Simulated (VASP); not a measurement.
A run of VASP 6.6.1 is set up as follows.

File INCAR:

```
  PREC = Accurate
  ENCUT = 520
  EDIFF = 1E-6
  ISMEAR = 0
  SIGMA = 0.15
  LREAL = F
  LASPH = T
  NELM = 60
  ALGO = Normal
  ISIF = 2
  LWAVE = F
  LCHARG = F
  GGA = CA
  NBANDS = 16
```

Contents of KPOINTS:

```
regular mesh
0
Gamma
  18 18 10
```

File POSCAR:

```
Ir
1.0
    2.7052421931      0.0000000000      0.0000000000
   -1.3526210966      2.3428084626      0.0000000000
    0.0000000000      0.0000000000      4.1669000000
Ir
2
Direct
    0.6666666667      0.3333333333      0.7500000000
    0.3333333333      0.6666666667      0.2500000000
```

Potentials or basis: VASP PAW LDA potentials, release 64 (Ir).

Run with:

```bash
$ cat potpaw_LDA.64/Ir/POTCAR > POTCAR
$ mpirun -np 1 vasp_std > vasp.out
```

Task: What does it give for the band gap on the k mesh?

Result: Zero (bands 9 and 10 overlap by 3.68 eV).

Task: Estimate the pressure.

Result: 28.7 GPa.

Stress tensor (GPa, compression positive):
```
19.66  0.00  0.00
 0.00 19.66  0.00
 0.00  0.00 46.81
```

Caveat: the cell stands under pressure; spin-orbit coupling is left out, which moves the levels of the heavy elements.
